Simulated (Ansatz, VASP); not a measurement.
Given: the input of a run of Ansatz 0.2.0 on Na.

File input.yaml:

```yaml
crystal:
  lattice:
    - [3.7729580783, 0.0, 0.0]
    - [-1.8864790391, 3.2674775432, 0.0]
    - [0.0, 0.0, 12.783213801]
  atoms:
    - { symbol: Na, position: [0.6666666667, 0.3333333333, 0.75] }
    - { symbol: Na, position: [0.0, 0.0, 0.5] }
    - { symbol: Na, position: [0.3333333333, 0.6666666667, 0.25] }
    - { symbol: Na, position: [0.0, 0.0, 0.0] }
kpoints:
  mp_grid: { grid: [8, 8, 3] }
scf:
  occupations: { method: fermi_dirac, width: 0.05 }
hamiltonian:
  xc: pbesol
  pseudopotentials: { kind: all_electron, lapw: { basis_error: 0.001 } }
output:
  forces: true
  stress: true
  eigenvalues: true
```

Potentials or basis: all-electron LAPW, scalar-relativistic.

Command:

```sh
$ ansatz run input.yaml --threads 2 --pin off --max-ram 8192MiB --backend cpu --events-out ev --progress --plain --runs-dir out
```

Problem. Translate it to VASP 6.6.1. Potentials there: VASP PAW PBE potentials, release 64 (Na_pv).

Solution. As run (the cutoff follows the program's own potentials):

Contents of INCAR:

```
PREC = Accurate
ENCUT = 520
EDIFF = 1E-6
ISMEAR = -1
SIGMA = 0.05
LREAL = F
LASPH = T
NELM = 60
ALGO = Normal
ISIF = 2
LWAVE = F
LCHARG = T
GGA = PS
LELF = T
LVHAR = T
NBANDS = 22
```

Contents of KPOINTS:

```
Automatic mesh
0
Gamma
  8 8 3
```

File POSCAR:

```
Na
1.0
    3.7729580783      0.0000000000      0.0000000000
   -1.8864790391      3.2674775432      0.0000000000
    0.0000000000      0.0000000000     12.7832138010
Na
4
Direct
    0.6666666667      0.3333333333      0.7500000000
    0.0000000000      0.0000000000      0.5000000000
    0.3333333333      0.6666666667      0.2500000000
    0.0000000000      0.0000000000      0.0000000000
```

Potentials or basis: VASP PAW PBE potentials, release 64 (Na_pv).

Command:

```sh
$ cat potpaw_PBE.64/Na_pv/POTCAR > POTCAR
$ mpirun -np 1 vasp_std > vasp.out
```

Both were run:

|  | VASP | Ansatz | Ansatz less VASP |
| --- | --- | --- | --- |
| gap on the k mesh at the Fermi level (eV) | none | none | - |
| pressure (GPa) | -0.5 | -0.5 | +0.01 |
| traceless stress, the component that is largest in VASP (GPa) | -0.57 | -0.57 | +0.003 |

VASP's potentials were made for PBE, not for PBEsol. A gap of «none» marks a metal or a gap that the smearing closes. Ansatz ran all-electron here, and VASP with PAW potentials.
